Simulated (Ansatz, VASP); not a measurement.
**Two plane-wave programs on MnS**

Contents of INCAR:

```
PREC = Accurate
ENCUT = 520
EDIFF = 1E-7
ISMEAR = 0
SIGMA = 0.1
LREAL = False
LASPH = True
NELM = 150
ALGO = Normal
ISIF = 2
LWAVE = False
LCHARG = False
ISPIN = 2
MAGMOM = 4.42 0.14
LORBIT = 11
LMAXMIX = 4
GGA = PE
NBANDS = 20
```

KPOINTS

```
Automatic mesh
0
Gamma
  12 12 12
```

POSCAR

```
MnS
1.0
    3.6028533902      0.0000000000      0.0000000000
   -1.8014266951      3.1201625621      0.0000000000
    1.8014266951      1.0400541874      2.9417174747
Mn S
1 1
Direct
    0.0000000000      0.0000000000      0.0000000000
    0.0000000000      0.5000000000      0.5000000000
```

Input for Ansatz:

```yaml
crystal:
  lattice:
    - [3.6028533902, 0.0, 0.0]
    - [-1.8014266951, 3.1201625621, 0.0]
    - [1.8014266951, 1.0400541874, 2.9417174747]
  atoms:
    - { symbol: Mn, position: [0.0, 0.0, 0.0], spin: 4.42 }
    - { symbol: S, position: [0.0, 0.5, 0.5], spin: 0.14 }
basis:
  ecutwfc: 420
kpoints:
  mp_grid: { grid: [12, 12, 12] }
hamiltonian:
  xc: pbe
scf:
  occupations: { method: gaussian, width: 0.1 }
output:
  forces: true
  stress: true
  eigenvalues: true
  populations: true
  write_density: true
  write_potential: true
  elf: true
  volumetric_format: npy
magnetization:
  spin_polarized: true
```

Alike in both runs: task single point; functional PBE; k mesh 12 × 12 × 12; occupations gaussian, width 0.1 eV; collinear spin.

|  | VASP | Ansatz |
| --- | --- | --- |
| version | VASP 6.6.1 | Ansatz 0.2.0 |
| potentials or method | VASP PAW PBE potentials, release 64 (Mn_pv, S), cutoff 520 eV | scalar-relativistic, plane waves, PAW |
| valence electrons in the cell | 19 | 21 |

|  | VASP | Ansatz | Ansatz less VASP |
| --- | --- | --- | --- |
| gap on the k mesh at the Fermi level (eV) | none | none | - |
| pressure (GPa) | -0.1 | -0.2 | -0.04 |
| net moment per atom (μB) | 2.24 | 2.24 | -0.001 |
| size of the moment on the site where the two differ most (μB) | 4.09 | 4.01 | -0.078 |

Site moments also hang on the region over which each program counts them. A gap of «none» marks a metal or a gap that the smearing closes. With one functional, cell and mesh, what is left measures potentials, basis and numerics. VASP's potentials hold 19 valence electrons a cell and Ansatz's 21, so a difference there can come from the potentials and not from the codes.
